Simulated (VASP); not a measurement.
# Al2O3 (R-3c) in VASP: a series of runs

Runs on Al2O3. Level: r2SCAN. Tasks: single point, relaxation of cell and atoms.

All numbers are computed with VASP 6.6.1; they aren't measurements. Logs are shortened: lines on timing, memory, paths and dates and some standing lists are left out, and cuts for length are marked.

## 1. The cell of the first run

The structure is trigonal, space group R-3c (No. 167). The conventional cell has a = 4.759 Å, b = 4.759 Å, c = 12.995 Å, α = 90.00°, β = 90.00°, γ = 120.00°. Al (site symmetry 3) has 6 O at 1.86 to 1.97 Å within 2.5 Å. O (site symmetry 2) has 4 Al at 1.86 to 1.97 Å and 12 O at 2.53 to 2.87 Å within 2.9 Å.

## 2. Single point, r2SCAN

Contents of POSCAR:

```
Al2O3
1.0
    2.3793593578      1.3737237657      4.3315261915
   -2.3793593578      1.3737237657      4.3315261915
    0.0000000000     -2.7474475315      4.3315261915
Al O
4 6
Direct
    0.3519128201      0.3519128201      0.3519128201
    0.6480871799      0.6480871799      0.6480871799
    0.1480871799      0.1480871799      0.1480871799
    0.8519128201      0.8519128201      0.8519128201
    0.5563655743      0.9436344257      0.2500000000
    0.4436344257      0.0563655743      0.7500000000
    0.2500000000      0.5563655743      0.9436344257
    0.7500000000      0.4436344257      0.0563655743
    0.9436344257      0.2500000000      0.5563655743
    0.0563655743      0.7500000000      0.4436344257
```

Contents of INCAR.step1:

```
SYSTEM = Al2O3
ALGO     = Normal         ! electronic algorithm
EDIFF    = 1E-4           ! SCF threshold, eV
ENCUT    = 520            ! plane-wave cutoff, eV
GGA      = PE             ! functional
ISMEAR   = 0              ! smearing method
LASPH    = .TRUE.         ! aspherical terms in the spheres
LCHARG   = .FALSE.        ! write CHGCAR
LREAL    = .FALSE.        ! projectors in reciprocal space
LWAVE    = .TRUE.         ! write WAVECAR
NBANDS   = 35             ! bands
NELM     = 100            ! most SCF steps
PREC     = Accurate       ! precision mode
SIGMA    = 0.01           ! smearing width, eV
```

Contents of INCAR.step2:

```
SYSTEM = Al2O3
ALGO     = Normal         ! electronic algorithm
EDIFF    = 1E-6           ! SCF threshold, eV
ENCUT    = 520            ! plane-wave cutoff, eV
ISIF     = 2              ! what is computed and relaxed
ISMEAR   = 0              ! smearing method
ISTART   = 1            
LASPH    = .TRUE.         ! aspherical terms in the spheres
LCHARG   = .FALSE.        ! write CHGCAR
LMIXTAU  = .TRUE.       
LREAL    = .FALSE.        ! projectors in reciprocal space
LWAVE    = .FALSE.        ! write WAVECAR
METAGGA  = R2SCAN         ! meta-GGA
NBANDS   = 35             ! bands
NELM     = 100            ! most SCF steps
PREC     = Accurate       ! precision mode
SIGMA    = 0.01           ! smearing width, eV
```

Contents of KPOINTS:

```
k-points
0
G
  5 5 5
  0 0 0
```

Potentials or basis: VASP PAW PBE potentials, release 64 (Al, O).

Command:

```sh
$ cat potpaw_PBE.64/Al/POTCAR potpaw_PBE.64/O/POTCAR > POTCAR
$ cp INCAR.step1 INCAR
$ mpirun -np 1 vasp_std > vasp.out
$ cp INCAR.step2 INCAR
$ mpirun -np 1 vasp_std > vasp.out
```

OUTCAR:

```text
SYSTEM = Al2O3
   EDIFF = 1E-6
   ENCUT = 520
   ISIF = 2
   ISMEAR = 0
   ISTART = 1
   LASPH = .TRUE.
   LREAL = .FALSE.
   METAGGA = R2SCAN
   NELM = 100
   PREC = Accurate

 ion  position               nearest neighbor table
   1  0.352  0.352  0.352-  10 1.86   8 1.86   6 1.86   9 1.97   5 1.97   7 1.97   3 2.65   2 2.79
                             2 2.79   2 2.79   3 3.22   3 3.22   3 3.22
   2  0.648  0.648  0.648-   9 1.86   7 1.86   5 1.86  10 1.97   6 1.97   8 1.97   4 2.65   1 2.79
                             1 2.79   1 2.79   4 3.22   4 3.22   4 3.22
   3  0.148  0.148  0.148-   8 1.86  10 1.86   6 1.86   7 1.97   5 1.97   9 1.97   1 2.65   4 2.79
                             4 2.79   4 2.79   1 3.22   1 3.22   1 3.22
   4  0.852  0.852  0.852-   7 1.86   9 1.86   5 1.86   8 1.97   6 1.97  10 1.97   2 2.65   3 2.79
                             3 2.79   3 2.79   2 3.22   2 3.22   2 3.22
   5  0.556  0.944  0.250-   2 1.86   4 1.86   3 1.97   1 1.97
   6  0.444  0.056  0.750-   1 1.86   3 1.86   2 1.97   4 1.97
   7  0.250  0.556  0.944-   4 1.86   2 1.86   3 1.97   1 1.97
   8  0.750  0.444  0.056-   3 1.86   1 1.86   4 1.97   2 1.97
   9  0.944  0.250  0.556-   2 1.86   4 1.86   1 1.97   3 1.97
  10  0.056  0.750  0.444-   1 1.86   3 1.86   2 1.97   4 1.97

  LATTYP: Found a trigonal (rhomboedric) cell.
 ALAT       =     5.1293846693
 COS(alpha) =     0.5696522518

  Lattice vectors:

 A1 = (   2.3793593578,   1.3737237657,   4.3315261915)
 A2 = (  -2.3793593578,   1.3737237657,   4.3315261915)
 A3 = (   0.0000000000,  -2.7474475315,   4.3315261915)

Analysis of symmetry for initial positions (statically):
=====================================================================
 Subroutine PRICEL returns:
 Original cell was already a primitive cell.

 Routine SETGRP: Setting up the symmetry group for a
 trigonal (rhombohedral) supercell.

 Subroutine GETGRP returns: Found 12 space group operations
 (whereof  6 operations were pure point group operations)
 out of a pool of 12 trial point group operations.

The static configuration has the point symmetry S_6 .
 The point group associated with its full space group is D_3d.

Analysis of symmetry for dynamics (positions and initial velocities):
=====================================================================
 Subroutine PRICEL returns:
 Original cell was already a primitive cell.

 Routine SETGRP: Setting up the symmetry group for a
 trigonal (rhombohedral) supercell.

 Subroutine GETGRP returns: Found 12 space group operations
 (whereof  6 operations were pure point group operations)
 out of a pool of 12 trial point group operations.

The dynamic configuration has the point symmetry S_6 .
 The point group associated with its full space group is D_3d.

 Subroutine INISYM returns: Found 12 space group operations
 (whereof  6 operations are pure point group operations),
 and found     1 'primitive' translations

----------------------------------------------------------------------------------------

                                     Primitive cell

  volume of cell :      84.9477

  direct lattice vectors                    reciprocal lattice vectors
     2.379359358  1.373723766  4.331526192     0.210140599  0.121324731  0.076955170
    -2.379359358  1.373723766  4.331526192    -0.210140599  0.121324731  0.076955170
     0.000000000 -2.747447532  4.331526192     0.000000000 -0.242649462  0.076955170

  length of vectors
     5.129384669  5.129384669  5.129384669     0.254560130  0.254560130  0.254560130

  position of ions in fractional coordinates (direct lattice)
     0.351912820  0.351912820  0.351912820
     0.648087180  0.648087180  0.648087180
     0.148087180  0.148087180  0.148087180
     0.851912820  0.851912820  0.851912820
     0.556365574  0.943634426  0.250000000
     0.443634426  0.056365574  0.750000000
     0.250000000  0.556365574  0.943634426
     0.750000000  0.443634426  0.056365574
     0.943634426  0.250000000  0.556365574
     0.056365574  0.750000000  0.443634426

  ion indices of the primitive-cell ions
   primitive index   ion index
                 1           1
                 2           2
                 3           3
                 4           4
                 5           5
                 6           6
                 7           7
                 8           8
                 9           9
                10          10

----------------------------------------------------------------------------------------

 KPOINTS: k-points

Automatic generation of k-mesh.
 Grid dimensions read from file:
 generate k-points for:    5    5    5

 Generating k-lattice:

  Cartesian coordinates                     Fractional coordinates (reciprocal lattice)
     0.042028120  0.024264946  0.015391034     0.200000000  0.000000000  0.000000000
    -0.042028120  0.024264946  0.015391034     0.000000000  0.200000000  0.000000000
     0.000000000 -0.048529892  0.015391034     0.000000000  0.000000000  0.200000000

  Length of vectors
     0.050912026  0.050912026  0.050912026

  Shift w.r.t. Gamma in fractional coordinates (k-lattice)
     0.000000000  0.000000000  0.000000000

 Subroutine IBZKPT returns following result:
 ===========================================

 Found     19 irreducible k-points:

 Following reciprocal coordinates:
            Coordinates               Weight
  0.000000  0.000000  0.000000      1.000000
  0.200000 -0.000000 -0.000000      6.000000
  0.400000 -0.000000 -0.000000      6.000000
  0.200000  0.200000  0.000000      6.000000
  0.400000  0.200000 -0.000000     12.000000
 -0.400000  0.200000  0.000000     12.000000
[... 11 lines left out ...]
  0.400000  0.400000  0.400000      2.000000
 -0.400000  0.400000  0.400000      6.000000
   k-points           NKPTS =     19   k-points in BZ     NKDIM =     19   number of bands    NBANDS=     35
   number of dos      NEDOS =    301   number of ions     NIONS =     10
   total plane-waves  NPLWV =  64000
   dimension x,y,z NGX =    40 NGY =   40 NGZ =   40
   dimension x,y,z NGXF=    80 NGYF=   80 NGZF=   80
   ions per type =               4   6
   NGX,Y,Z   is equivalent  to a cutoff of  12.96, 12.96, 12.96 a.u.
   NGXF,Y,Z  is equivalent  to a cutoff of  25.93, 25.93, 25.93 a.u.
 SYSTEM =  Al2O3
   PREC   = accura    normal or accurate (medium, high low for compatibility)
   ISTART =      1    job   : 0-new  1-cont  2-samecut
   ICHARG =      0    charge: 1-file 2-atom 10-const
   ISPIN  =      1    spin polarized calculation?
   LNONCOLLINEAR =      F non collinear calculations
   LSORBIT =      F    spin-orbit coupling
   LASPH  =      T    aspherical Exc in radial PAW
   ENCUT  =  520.0 eV  38.22 Ry    6.18 a.u.   9.54  9.54  9.54*2*pi/ulx,y,z
   NELM   =    100;   NELMIN=  2; NELMDL=  0     # of ELM steps
   EDIFF  = 0.1E-05   stopping-criterion for ELM
   LREAL  =      F    real-space projection
[... 7 lines left out ...]
   TEBEG  =    0.0;   TEEND  =   0.0 temperature during run
   PSTRESS=    0.0 pullay stress
   NELECT =      48.0000    total number of electrons
   NUPDOWN=      -1.0000    fix difference up-down
   EMIN   =  10.00;   EMAX   =-10.00  energy-range for DOS
   EFERMI =   0.00;   METHOD = LEGACY
   ISMEAR =     0;   SIGMA  =   0.01  broadening in eV -4-tet -1-fermi 0-gaus
   EFERMI_NEDOS =   21; number of points for ismear=-14 and -15
   IALGO  =     38    algorithm
   IMIX   =      4    mixing-type and parameters
     AMIX     =   0.40;   BMIX     =  1.00
     AMIX_MAG =   1.60;   BMIX_MAG =  1.00
  volume/ion in A,a.u.               =       8.49        57.33
  Fermi-wavevector in a.u.,A,eV,Ry     =   1.353437  2.557625 24.923037  1.831792
  Thomas-Fermi vector in A             =   2.480692
   LORBIT       =      0    0 simple, 1 ext, 2 COOP (PROOUT), +10 PAW based schemes
   METAGGA = R2SCAN    functional components
   LHFCALC =     F    Hartree Fock is set to
   AEXX    =    0.0000 exact exchange contribution
   IVDW    =     0    specifies the selected vdW correction
   LEPSILON=     F    determine dielectric tensor
   LRPA    =     F    only Hartree local field effects (RPA)
 non-spin polarized calculation
 Gauss-broadening in eV      SIGMA  =   0.01
  energy-cutoff  :      520.00
  volume of cell :       84.95
 maximum number of plane-waves:      2303
 NGX is ok and might be reduce to    40
   NGX = 19   NGY = 19   NGZ = 19

 number of electron      48.0000013 magnetization

 Free energy of the ion-electron system (eV)
  ---------------------------------------------------
  ext. energy  EPLUGINS =         0.00000000
  ---------------------------------------------------
  free energy    TOTEN  =       -96.26971926 eV

  energy without entropy =      -96.26971926  energy(sigma->0) =      -96.26971926

 E-fermi :   5.8429     XC(G=0): -12.2313

 val. band max:        5.7410133754   @ k =   0.0000   0.0000   0.0000
 cond. band min:      12.8972758963   @ k =   0.0000   0.0000   0.0000
 fundamental gap:      7.1562625208
 Fermi energy:         5.8429048649

 k-point     1 :       0.0000    0.0000    0.0000
  band No.  band energies     occupation
      1     -14.4647      2.00000
      2     -12.1729      2.00000
      3     -11.8971      2.00000
      4     -11.8971      2.00000
      5     -11.5882      2.00000
      6     -11.5882      2.00000
[... 27 lines left out ...]
     34      20.6501      0.00000
     35      21.5896      0.00000

 k-point     2 :       0.2000   -0.0000   -0.0000
  band No.  band energies     occupation
      1     -14.2599      2.00000
      2     -12.3017      2.00000
      3     -11.9797      2.00000
      4     -11.9321      2.00000
      5     -11.6789      2.00000
      6     -11.6047      2.00000
[... 27 lines left out ...]
     34      19.7320      0.00000
     35      21.0673      0.00000
[... 606 lines left out ...]
     34      19.6651      0.00000
     35      21.2163      0.00000

 k-point    19 :      -0.4000    0.4000    0.4000
  band No.  band energies     occupation
      1     -13.4382      2.00000
      2     -13.2310      2.00000
      3     -12.1588      2.00000
      4     -11.9898      2.00000
      5     -11.6558      2.00000
      6     -11.5922      2.00000
[... 27 lines left out ...]
     34      20.0347      0.00000
     35      21.0019      0.00000

------------------------ aborting loop because EDIFF is reached ----------------------------------------

  FORCE on cell =-STRESS in cart. coord.  units (eV):
  Direction    XX          YY          ZZ          XY          YZ          ZX
  --------------------------------------------------------------------------------------
  -------------------------------------------------------------------------------------
  Total       -0.2332890     -0.2332890     -0.2770163      0.0000000      0.0000000      0.0000000
  in kB       -4.4000062     -4.4000062     -5.2247343      0.0000000      0.0000000      0.0000000
  external PRESSURE =      -4.6749156 kB  Pullay stress =       0.0000000 kB

 VOLUME and BASIS-vectors are now :
 -----------------------------------------------------------------------------
  energy-cutoff  :      520.00
  volume of cell :       84.95
      direct lattice vectors                 reciprocal lattice vectors
     2.379359358  1.373723766  4.331526192     0.210140599  0.121324731  0.076955170
    -2.379359358  1.373723766  4.331526192    -0.210140599  0.121324731  0.076955170
     0.000000000 -2.747447532  4.331526192     0.000000000 -0.242649462  0.076955170

 POSITION                                       TOTAL-FORCE (eV/Angst)
 -----------------------------------------------------------------------------------
      0.00000     -0.00000      4.57296         0.000000      0.000000     -0.019103
      0.00000     -0.00000      8.42162         0.000000     -0.000000      0.019103
      0.00000     -0.00000      1.92433         0.000000     -0.000000      0.019103
      0.00000     -0.00000     11.07025         0.000000      0.000000     -0.019103
     -0.92145      1.37372      7.58017        -0.012501      0.000000     -0.000000
      0.92145     -1.37372      5.41441         0.012501      0.000000     -0.000000
     -0.72895     -1.48486      7.58017         0.006250     -0.010826     -0.000000
      0.72895      1.48486      5.41441        -0.006250      0.010826     -0.000000
      1.65041      0.11114      7.58017         0.006250      0.010826     -0.000000
     -1.65041     -0.11114      5.41441        -0.006250     -0.010826     -0.000000
 -----------------------------------------------------------------------------------
    total drift:                                0.000000     -0.000000      0.000000

  FREE ENERGIE OF THE ION-ELECTRON SYSTEM (eV)
  ---------------------------------------------------
  free  energy   TOTEN  =       -96.2697192602 eV

  energy  without entropy=      -96.2697192602  energy(sigma->0) =      -96.26971926
```

Wall time 1.9 min (1 thread of Intel Xeon 6975P-C (Granite Rapids), shared host); peak memory 0.26 GiB.

Results:

```
Free energy            : -96.2697 eV
Pressure               : -0.5 GPa
Largest force          : 0.019 eV/Å
Band gap on the k mesh : 7.16 eV
```

Forces on the atoms (eV/Å):
```
Al   0.000  0.000 -0.019
Al   0.000  0.000  0.019
Al   0.000  0.000  0.019
Al   0.000  0.000 -0.019
O   -0.013  0.000  0.000
O    0.013  0.000  0.000
O    0.006 -0.011  0.000
O   -0.006  0.011  0.000
O    0.006  0.011  0.000
O   -0.006 -0.011  0.000
```

Caveat: the PAW data sets were made with another functional, which shifts forces and pressure a little.

## 3. Relaxation of cell and atoms, r2SCAN

Contents of POSCAR:

```
Al2O3
1.0
    2.3795000000      1.3738049655      4.3303333333
   -2.3795000000      1.3738049655      4.3303333333
    0.0000000000     -2.7476099311      4.3303333333
Al O
4 6
Direct
    0.3522000000      0.3522000000      0.3522000000
    0.6478000000      0.6478000000      0.6478000000
    0.1478000000      0.1478000000      0.1478000000
    0.8522000000      0.8522000000      0.8522000000
    0.5563000000      0.9437000000      0.2500000000
    0.4437000000      0.0563000000      0.7500000000
    0.2500000000      0.5563000000      0.9437000000
    0.7500000000      0.4437000000      0.0563000000
    0.9437000000      0.2500000000      0.5563000000
    0.0563000000      0.7500000000      0.4437000000
```

Contents of INCAR.step1:

```
SYSTEM = Al2O3
ALGO = Normal
EDIFF = 1E-4
ENCUT = 600
GGA = PE
ISMEAR = 0
LASPH = .True.
LCHARG = .False.
LREAL = .False.
LWAVE = .True.
NELM = 100
PREC = Accurate
SIGMA = 0.01
```

Contents of INCAR.step2:

```
SYSTEM = Al2O3
ALGO = Normal
EDIFF = 1E-6
EDIFFG = -0.001
ENCUT = 600
IBRION = 2
ISIF = 3
ISMEAR = 0
ISTART = 1
LASPH = .True.
LCHARG = .False.
LMIXTAU = .True.
LREAL = .False.
LWAVE = .False.
METAGGA = R2SCAN
NELM = 100
NSW = 80
PREC = Accurate
SIGMA = 0.01
```

Contents of KPOINTS:

```
k-points
0
Gamma
  5 5 5
  0 0 0
```

Potentials or basis: VASP PAW PBE potentials, release 64 (Al, O).

Command:

```sh
$ cat potpaw_PBE.64/Al/POTCAR potpaw_PBE.64/O/POTCAR > POTCAR
$ cp INCAR.step1 INCAR
$ mpirun -np 1 vasp_std > vasp.out
$ cp INCAR.step2 INCAR
$ mpirun -np 1 vasp_std > vasp.out
```

Wall time 13 min (1 thread of Intel Xeon 6975P-C (Granite Rapids), shared host); peak memory 0.29 GiB.

The run converged. Its results:

```yaml
Free_energy: -96.2949 eV
Relaxed_volume: 8.47 Å³/atom
Relaxed_cell: a = 5.124 Å, b = 5.124 Å, c = 5.124 Å, α = 55.28°, β = 55.28°, γ = 55.28°
Space_group_after_relaxing_to_0.1_Å: R-3c (No. 167)
Energy_gained_by_relaxing: 0.1 meV/atom
Ionic_steps: 15
Pressure_after_relaxing: 0.0 GPa
Band_gap_on_the_k_mesh: 7.20 eV
```

The path:
| step | energy change (eV) | largest force (eV/Å) | pressure (GPa) | volume (Å³) |
| --- | --- | --- | --- | --- |
| 1 | 0.0000 | 0.0847 | -0.73 | 84.93 |
| 2 | -0.0010 | 0.0178 | 0.69 | 84.46 |
| 3 | -0.0013 | 0.0312 | 0.27 | 84.61 |
| 4 | -0.0013 | 0.0358 | 0.17 | 84.64 |
| 5 | -0.0015 | 0.0042 | -0.05 | 84.70 |
| 6 | -0.0015 | 0.0048 | -0.05 | 84.70 |
| 7 | -0.0015 | 0.0042 | -0.01 | 84.68 |
| 8 | -0.0015 | 0.0033 | 0.03 | 84.67 |
| 9 | -0.0015 | 0.0022 | 0.06 | 84.67 |
| 10 | -0.0015 | 0.0018 | 0.03 | 84.67 |
| 11 | -0.0015 | 0.0017 | 0.04 | 84.67 |
| 12 | -0.0015 | 0.0017 | 0.03 | 84.68 |
| 13 | -0.0015 | 0.0020 | 0.03 | 84.68 |
| 14 | -0.0015 | 0.0002 | -0.02 | 84.69 |
| 15 | -0.0015 | 0.0006 | -0.01 | 84.69 |

Final structure:
```
CELL_PARAMETERS angstrom
2.37701 1.37237 4.32675
-2.37701 1.37237 4.32675
0.00000 -2.74474 4.32675
ATOMIC_POSITIONS crystal
Al 0.35183 0.35183 0.35183
Al 0.64817 0.64817 0.64817
Al 0.14817 0.14817 0.14817
Al 0.85183 0.85183 0.85183
O 0.55629 0.94371 0.25000
O 0.44371 0.05629 0.75000
O 0.25000 0.55629 0.94371
O 0.75000 0.44371 0.05629
O 0.94371 0.25000 0.55629
O 0.05629 0.75000 0.44371
```

Levels at points of the mesh, in eV from the valence-band top:
| k point | band 22 | band 23 | band 24 | band 25 | band 26 | band 27 |
| --- | --- | --- | --- | --- | --- | --- |
| (0.00, 0.00, 0.00) | -0.05 | -0.05 | 0.00 | 7.20 | 10.14 | 12.00 |

Caveat: the PAW data sets were made with another functional, which shifts forces and pressure a little.
